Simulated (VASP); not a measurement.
# MgO (Fm-3m) in VASP: a series of runs, part 2 of 2

VASP 6.6.1. The steps go on from the part before.

**5. Relaxation of cell and atoms, LDA**

Contents of INCAR:

```
SYSTEM = MgO
ALGO = Normal
EDIFF = 1E-7
EDIFFG = -0.002
ENCUT = 600
GGA = CA
GGA_COMPAT = .FALSE.
IBRION = 2
ISIF = 3
ISMEAR = 0
LASPH = .TRUE.
LCHARG = .FALSE.
LREAL = .FALSE.
LWAVE = .FALSE.
NELM = 120
NELMIN = 4
NSW = 100
PREC = Accurate
SIGMA = 0.02
```

Contents of KPOINTS:

```
k-points
0
G
  10 10 10
  0 0 0
```

Contents of POSCAR:

```
MgO
1.0
    0.0000000000      2.1100000000      2.1100000000
    2.1100000000      0.0000000000      2.1100000000
    2.1100000000      2.1100000000      0.0000000000
Mg O
1 1
Direct
    0.0000000000      0.0000000000      0.0000000000
    0.5000000000      0.5000000000      0.5000000000
```

Potentials or basis: VASP PAW LDA potentials, release 64 (Mg, O).

On the command line:

```console
$ cat potpaw_LDA.64/Mg/POTCAR potpaw_LDA.64/O/POTCAR > POTCAR
$ mpirun -np 1 vasp_std > vasp.out
```

OUTCAR:

```text
SYSTEM = MgO
   EDIFF = 1E-7
   EDIFFG = -0.002
   ENCUT = 600
   GGA = CA
   IBRION = 2
   ISIF = 3
   ISMEAR = 0
   LASPH = .TRUE.
   LREAL = .FALSE.
   NELM = 120
   NELMIN = 4
   NSW = 100
   PREC = Accurate

 ion  position               nearest neighbor table
   1  0.000  0.000  0.000-   2 2.11   2 2.11   2 2.11   2 2.11   2 2.11   2 2.11
   2  0.500  0.500  0.500-   1 2.11   1 2.11   1 2.11   1 2.11   1 2.11   1 2.11

  LATTYP: Found a face centered cubic cell.
 ALAT       =     4.2200000000

  Lattice vectors:

 A1 = (   0.0000000000,   2.1100000000,   2.1100000000)
 A2 = (   2.1100000000,   0.0000000000,   2.1100000000)
 A3 = (   2.1100000000,   2.1100000000,   0.0000000000)

Analysis of symmetry for initial positions (statically):
=====================================================================
 Subroutine PRICEL returns:
 Original cell was already a primitive cell.

 Routine SETGRP: Setting up the symmetry group for a
 face centered cubic supercell.

 Subroutine GETGRP returns: Found 48 space group operations
 (whereof 48 operations were pure point group operations)
 out of a pool of 48 trial point group operations.

The static configuration has the point symmetry O_h .

Analysis of symmetry for dynamics (positions and initial velocities):
=====================================================================
[... 169 lines left out ...]
  external PRESSURE =     -87.8709277 kB  Pullay stress =       0.0000000 kB
[... 59 lines left out ...]
--------------------------------------- Ionic step        3  -------------------------------------------

 number of electron       7.9999999 magnetization

 Free energy of the ion-electron system (eV)
  ---------------------------------------------------
  ext. energy  EPLUGINS =         0.00000000
  ---------------------------------------------------
  free energy    TOTEN  =       -13.45162732 eV

  energy without entropy =      -13.45162732  energy(sigma->0) =      -13.45162732

 E-fermi :   3.3993     XC(G=0): -11.8319

 val. band max:        3.2625820414   @ k =   0.0000   0.0000   0.0000
 cond. band min:       8.4173812006   @ k =   0.0000   0.0000   0.0000
 fundamental gap:      5.1547991591
 Fermi energy:         3.3992946614

 k-point     1 :       0.0000    0.0000    0.0000
  band No.  band energies     occupation
      1     -14.0047      2.00000
      2       3.2626      2.00000
      3       3.2626      2.00000
      4       3.2626      2.00000
      5       8.4174      0.00000
      6      19.0585      0.00000
      7      19.0585      0.00000
      8      19.0585      0.00000
[... 243 lines left out ...]
 k-point    24 :       0.4000    0.3000    0.0000
  band No.  band energies     occupation
      1     -12.5859      2.00000
      2      -0.5313      2.00000
      3       1.8588      2.00000
      4       2.0965      2.00000
      5      13.0438      0.00000
      6      13.4755      0.00000
      7      17.1149      0.00000
      8      21.7730      0.00000

 [... further k-points ...]

------------------------ aborting loop because EDIFF is reached ----------------------------------------

  FORCE on cell =-STRESS in cart. coord.  units (eV):
  Direction    XX          YY          ZZ          XY          YZ          ZX
  --------------------------------------------------------------------------------------
  -------------------------------------------------------------------------------------
  Total        0.0015226      0.0015226      0.0015226     -0.0000000      0.0000000      0.0000000
  in kB        0.1371849      0.1371849      0.1371849     -0.0000000      0.0000000      0.0000000
  external PRESSURE =       0.1371849 kB  Pullay stress =       0.0000000 kB
[... 17 lines left out ...]
  FREE ENERGIE OF THE ION-ELECTRON SYSTEM (eV)
  ---------------------------------------------------
  free  energy   TOTEN  =       -13.4516273178 eV

  energy  without entropy=      -13.4516273178  energy(sigma->0) =      -13.45162732

 reached required accuracy - stopping structural energy minimisation
```

Run time: 24 s. Hardware: 1 thread of Intel Xeon 8259CL, shared host; peak memory 0.14 GiB.

Results:

- Free energy: -13.4516 eV
- Relaxed volume: 8.89 Å³/atom
- Relaxed cell: a = 2.930 Å, b = 2.930 Å, c = 2.930 Å, α = 60.00°, β = 60.00°, γ = 60.00°
- Space group after relaxing (to 0.1 Å): Fm-3m (No. 225)
- Energy gained by relaxing: 14.4 meV/atom
- Ionic steps: 3
- Pressure after relaxing: 0.0 GPa
- Band gap on the k mesh: 5.15 eV

Step by step:
```csv
step,energy change (eV),largest force (eV/Å),pressure (GPa),volume (Å³)
1,0.0000,0.0000,-8.79,18.79
2,-0.0246,0.0000,3.84,17.42
3,-0.0289,0.0000,0.01,17.78
```

Final structure:
```
Mg O
1.0
     0.00000    2.07166    2.07166
     2.07166    0.00000    2.07166
     2.07166    2.07166    0.00000
Mg O
1 1
Direct
  0.00000 0.00000 0.00000
  0.50000 0.50000 0.50000
```

Levels at points of the mesh, in eV from the valence-band top:
| k point | band 1 | band 2 | band 3 | band 4 | band 5 | band 6 | band 7 | band 8 |
| --- | --- | --- | --- | --- | --- | --- | --- | --- |
| (0.00, 0.00, 0.00) | -17.27 | 0.00 | 0.00 | 0.00 | 5.15 | 15.80 | 15.80 | 15.80 |
| (0.50, 0.00, 0.00) | -15.78 | -4.92 | -0.72 | -0.72 | 8.05 | 12.96 | 16.51 | 16.51 |
| (0.50, 0.50, 0.00) | -15.49 | -4.36 | -1.44 | -1.44 | 8.94 | 10.25 | 13.42 | 19.39 |

**6. Overview**

```tsv
task	cell	k mesh	smearing	gap on the mesh (eV)	pressure (GPa)
single point	a = 2.984 Å, angles 60.0°, 2 atoms	8 × 8 × 8	gaussian 0.1 eV	4.60	-8.8
single point	a = 2.942 Å, angles 60.0°, 2 atoms	10 × 10 × 10	gaussian 0.02 eV	5.03	-2.1
relaxation of cell and atoms	relaxed from a = 2.984 Å, angles 60.0°, 2 atoms	10 × 10 × 10	gaussian 0.02 eV	5.15	0.0
```

Alike in all rows: level LDA; potentials or basis VASP PAW LDA potentials, release 64 (Mg, O); no spin polarisation; cutoff (eV) 600.

Caveats: the cell stands under tension (at least some runs).

Total energies depend on the potentials used, so only differences within one code and one set of settings carry meaning.
